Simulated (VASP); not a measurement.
Wanted: the native input for a VASP 6.6.1 run.

* Task: single point
* Functional: PBE
* Potentials or basis: VASP PAW PBE potentials, release 64 (Fe, Co)
* Cutoff: 600 eV
* k mesh: 10 × 10 × 10
* Occupations: fermi-dirac, width 0.15 eV
* Spin: collinear spin, ferromagnetic start
* Starting moments: [3.5, 2.5] μB
* Dipole correction: no
* Further INCAR settings: ALGO = Normal; EDIFF = 1e-06; NBANDS = 20

The structure of FeCo (Wairauite) lies in POSCAR:

```
FeCo
1.0
    2.8570000000      0.0000000000      0.0000000000
    0.0000000000      2.8570000000      0.0000000000
    0.0000000000      0.0000000000      2.8570000000
Fe Co
1 1
Direct
    0.5000000000      0.5000000000      0.5000000000
    0.0000000000      0.0000000000      0.0000000000
```

One way to write it, as run:

INCAR

```
SYSTEM = FeCo
PREC = Accurate ; ENCUT = 600
EDIFF = 1E-6 ; ISMEAR = -1
SIGMA = 0.15 ; LREAL = .FALSE.
LASPH = .TRUE. ; NELM = 200
ALGO = Normal ; ISIF = 2
LWAVE = .FALSE. ; LCHARG = .FALSE.
ISPIN = 2 ; MAGMOM = 3.5 2.5
LORBIT = 11 ; LMAXMIX = 4
GGA = PE ; NBANDS = 20
GGA_COMPAT = .FALSE.
```

KPOINTS

```
regular mesh
0
G
  10 10 10
  0 0 0
```

Potentials or basis: VASP PAW PBE potentials, release 64 (Fe, Co).

The run is started by

```console
$ cat potpaw_PBE.64/Fe/POTCAR potpaw_PBE.64/Co/POTCAR > POTCAR
$ mpirun -np 1 vasp_std > vasp.out
```

Results of the run:

| Quantity | Value |
| --- | --- |
| Pressure | -3.0 GPa |
| Net moment | 4.48 μB per cell |
| Site moments | Fe +2.77; Co +1.74 μB |
| Valence electrons inside the program's atomic spheres | Fe 7.13; Co 8.21 |

Run time: 77 s on 1 thread of Intel(R) Xeon(R) Platinum 8375C CPU @ 2.90GHz (Ice Lake) (shared host), peak memory 0.18 GiB.
